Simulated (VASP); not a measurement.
# CdS: single point with PBE

CdS:

```
Cd S
1.0
     4.40853    0.00000    0.00000
    -2.20426    3.81790    0.00000
     0.00000    0.00000    5.74812
Cd S
2 2
Direct
  0.33333 0.66667 0.25000
  0.66667 0.33333 0.75000
  0.66667 0.33333 0.25000
  0.33333 0.66667 0.75000
```

```yaml
Program: VASP 6.6.1
Task: single point
Functional: PBE
Potentials_or_basis: VASP PAW PBE potentials, release 64 (Cd, S)
Cutoff: 500 eV
k_mesh: 6 × 6 × 4
Occupations: gaussian, width 0.01 eV
Spin: no spin polarisation
```

The pressure is 1.8 GPa and the band gap on the k mesh is 0.99 eV, indirect (least direct gap 1.26 eV).

Stress tensor (GPa, compression positive):
```
1.82 0.00 0.00
0.00 1.82 0.00
0.00 0.00 1.70
```

Levels at points of the mesh, in eV from the valence-band top:
```tsv
k point	band 14	band 15	band 16	band 17	band 18	band 19	band 20	band 21	band 22	band 23
(0.00, 0.00, 0.00)	-1.23	-1.23	-0.34	-0.27	-0.27	0.99	1.08	5.67	5.67	7.11
(0.50, 0.00, 0.00)	-3.36	-2.46	-2.42	-1.32	-1.11	2.51	3.75	6.19	6.79	8.07
(0.00, 0.00, 0.50)	-2.19	-0.72	-0.72	-0.72	-0.72	2.89	2.89	5.80	5.80	5.80
(0.50, 0.00, 0.50)	-4.36	-1.79	-1.79	-0.38	-0.38	3.83	3.83	5.12	5.12	7.55
```

Wall time 59 s on 1 thread of Intel(R) Xeon(R) Platinum 8259CL CPU @ 2.50GHz (Skylake/Cascade Lake) (shared host), peak memory 0.2 GiB.

A k mesh can miss the band edges. As with any semilocal functional, this PBE gap is likely too small.
